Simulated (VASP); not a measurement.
Input of a VASP 6.6.1 run:

INCAR

```
ALGO     = Normal         # electronic algorithm
DIPOL    = 0.5 0.5 0.402
EDIFF    = 1E-6           # SCF threshold, eV
ENCUT    = 520            # plane-wave cutoff, eV
GGA      = PE             # functional
IDIPOL   = 3            
ISIF     = 2              # what is computed and relaxed
ISMEAR   = 0              # smearing method
IVDW     = 12             # dispersion correction
LASPH    = True           # aspherical terms in the spheres
LCHARG   = False          # write CHGCAR
LDIPOL   = True         
LREAL    = False          # projectors in reciprocal space
LWAVE    = False          # write WAVECAR
NBANDS   = 35             # bands
NELM     = 80             # most SCF steps
PREC     = Accurate       # precision mode
SIGMA    = 0.05           # smearing width, eV
```

The input KPOINTS:

```
k-points
0
Gamma
  9 9 1
```

POSCAR

```
WS2
1.0
    3.1595456682      0.0000000000      0.0000000000
   -1.5797728341      2.7362468131      0.0000000000
    0.0000000000      0.0000000000     23.8042574330
S W
4 2
Direct
    0.3333333333      0.6666666667      0.1890418137
    0.3333333333      0.6666666667      0.3214605092
    0.3333333333      1.0000000000      0.4827761903
    0.3333333333      1.0000000000      0.6151948858
    0.6666666667      0.3333333333      0.2552511584
    0.6666666667      0.6666666667      0.5489855349
```

Potentials or basis: VASP PAW PBE potentials, release 64 (S, W_sv).

Command:

```sh
$ cat potpaw_PBE.64/S/POTCAR potpaw_PBE.64/W_sv/POTCAR > POTCAR
$ mpirun -np 1 vasp_std > vasp.out
```

**Question.** Predict the band gap on the k mesh.

**Answer.** 1.86 eV (least direct gap 1.92 eV).

**Question.** What does it give for the dispersion energy per atom?

**Answer.** -0.342 eV.

**Question.** Estimate the largest force.

**Answer.** 0.065 eV/Å.

Forces on the atoms (eV/Å):
```
S    0.000  0.000  0.003
S    0.004 -0.007  0.064
S   -0.004  0.007 -0.064
S    0.000  0.000 -0.003
W    0.001 -0.002  0.038
W   -0.001  0.002 -0.038
```

Caveat: the cell differs from its parent crystal (layers slid over each other); spin-orbit coupling is left out, which moves the levels of the heavy elements.
